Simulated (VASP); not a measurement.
CuO:

```
CELL_PARAMETERS angstrom
2.03002 -2.19579 0.00000
2.03002 2.19579 0.00000
0.00000 0.00000 5.25705
ATOMIC_POSITIONS crystal
Cu 0.50000 0.00000 0.00000
Cu 0.00000 0.50000 0.50000
O 0.50000 0.50000 0.25000
O 0.50000 0.50000 0.75000
```

Base run:

```yaml
Program: VASP 6.6.1
Functional: RPBE
Potentials_or_basis: VASP PAW PBE potentials, release 64 (Cu_sv_GW, O)
Cutoff: 820 eV
k_mesh: 9 × 9 × 5
Occupations: fermi-dirac, width 0.05 eV
Spin: no spin polarisation
```

Its results: band gap on the k mesh zero (bands 25 and 26 overlap by 0.80 eV); pressure -2.5 GPa.

Task: The run is repeated on the same cell with these changes: functional from RPBE to LDA; potentials or basis from VASP PAW PBE potentials, release 64 (Cu_sv_GW, O) to VASP PAW LDA potentials, release 64 (Cu_sv_GW, O). What comes out?

Result: Band gap on the k mesh zero (bands 25 and 26 overlap by 0.82 eV); pressure -19.3 GPa.

Caveats: semilocal functionals often make such compounds metallic where correlation or magnetic order opens a gap, which also shifts bond lengths; the PAW data sets were made with another functional, which shifts forces and pressure a little (at least some runs); the stress differs along the axes, from -24 to -16 GPa (at least some runs).
